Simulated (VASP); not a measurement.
Here is a VASP 6.6.1 calculation.

Contents of INCAR:

```
SYSTEM = BN
ALGO = Normal
EDIFF = 1E-7
EDIFFG = -0.05
ENCUT = 600
GGA_COMPAT = .FALSE.
IBRION = 2
ISIF = 3
ISMEAR = 0
LASPH = .TRUE.
LCHARG = .FALSE.
LREAL = .FALSE.
LWAVE = .FALSE.
NELM = 120
NELMIN = 4
NSW = 100
PREC = Accurate
SIGMA = 0.1
```

The input KPOINTS:

```
k-points
0
G
  10 10 10
  0 0 0
```

File POSCAR:

```
BN
1.0
    0.0000000000      1.8130010000      1.8130010000
    1.8130010000      0.0000000000      1.8130010000
    1.8130010000      1.8130010000      0.0000000000
B N
1 1
Direct
    0.0000000000      0.0000000000      0.0000000000
    0.7500000000      0.7500000000      0.7500000000
```

Potentials or basis: VASP PAW LDA potentials, release 64 (B, N).

Command:

```console
$ cat potpaw_LDA.64/B/POTCAR potpaw_LDA.64/N/POTCAR > POTCAR
$ mpirun -np 1 vasp_std > vasp.out
```

**Question.** What does it give for the relaxed cell?

**Answer.** a = 2.533 Å, b = 2.533 Å, c = 2.533 Å, α = 60.00°, β = 60.00°, γ = 60.00°.

**Question.** Estimate the space group after relaxing (to 0.05 Å).

**Answer.** F-43m (No. 216).

**Question.** Estimate the relaxed volume.

**Answer.** 5.75 Å³/atom.

Step by step:
```csv
step,energy change (eV),largest force (eV/Å),pressure (GPa),volume (Å³)
1,0.0000,0.0000,-13.60,11.92
2,0.0027,0.0000,16.35,11.07
3,-0.0185,0.0000,-0.10,11.50
```
